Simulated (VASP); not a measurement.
Wanted: the native input for a VASP 6.6.1 run.

```yaml
Task: single point
Functional: PBE
Potentials_or_basis: VASP PAW PBE potentials, release 64 (Ga_d, Sb)
Cutoff: 520 eV
k_mesh: 16 × 16 × 16
Occupations: gaussian, width 0.15 eV
Spin: no spin polarisation
Dipole_correction: no
Further_INCAR_settings: ALGO = Normal; EDIFF = 1e-06; NBANDS = 16
```

The structure of GaSb lies in POSCAR:

```
GaSb
1.0
   -2.8950000000      2.8950000000      1.6444000000
    2.8950000000     -2.8950000000      1.6444000000
    2.8950000000      2.8950000000     -1.6444000000
Ga Sb
1 1
Direct
    0.2500000000      0.7500000000      0.5000000000
    0.0000000000      0.0000000000      0.0000000000
```

The input as run:

INCAR

```
SYSTEM = GaSb
PREC = Accurate
ENCUT = 520
EDIFF = 1E-6
ISMEAR = 0
SIGMA = 0.15
LREAL = .FALSE.
LASPH = .TRUE.
NELM = 60
ALGO = Normal
ISIF = 2
LWAVE = .FALSE.
LCHARG = .TRUE.
GGA = PE
LELF = .TRUE.
LVHAR = .TRUE.
NBANDS = 16
```

KPOINTS

```
regular mesh
0
G
  16 16 16
  0 0 0
```

Potentials or basis: VASP PAW PBE potentials, release 64 (Ga_d, Sb).

Launch:

```sh
$ cat potpaw_PBE.64/Ga_d/POTCAR potpaw_PBE.64/Sb/POTCAR > POTCAR
$ mpirun -np 1 vasp_std > vasp.out
```

It gave:

```yaml
Pressure: -4.9 GPa
Band_gap_on_the_k_mesh: zero (bands 9 and 10 overlap by 4.03 eV)
```

Caveat: the cell stands under tension; spin-orbit coupling is left out, which moves the levels of the heavy elements.

Wall time 7.7 min on 1 thread of AMD EPYC 7R13, with other jobs on the host, peak memory 0.43 GiB.
